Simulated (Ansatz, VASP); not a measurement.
**Sn in VASP and in Ansatz**

```
Sn
1.0
     0.00000    3.24560    3.36731
     3.24560    0.00000    3.36731
     3.24560    3.24560    0.00000
Sn
2
Direct
  0.50000 0.50000 0.50000
  0.75000 0.75000 0.75000
```

Change from the starting cell: strain +0.0375 x Voigt [0, 0, 1, 0, 0, 0], atoms carried along.

Alike in both runs: task single point; functional PBEsol; k mesh 12 × 12 × 12; occupations gaussian, width 0.15 eV; no spin polarisation.

|  | VASP | Ansatz |
| --- | --- | --- |
| version | VASP 6.6.1 | Ansatz 0.2.0 |
| potentials or method | VASP PAW PBE potentials, release 64 (Sn_d), cutoff 520 eV | scalar-relativistic, plane waves, PAW |
| valence electrons in the cell | 28 | 28 |

|  | VASP | Ansatz | Ansatz less VASP |
| --- | --- | --- | --- |
| gap on the k mesh at the Fermi level (eV) | none | none | - |
| pressure (GPa) | -0.6 | -0.6 | +0.06 |
| traceless stress, the component that is largest in VASP (GPa) | -0.77 | -0.77 | +0.001 |

VASP's potentials were made for PBE, not for PBEsol. A gap of «none» marks a metal or a gap that the smearing closes.
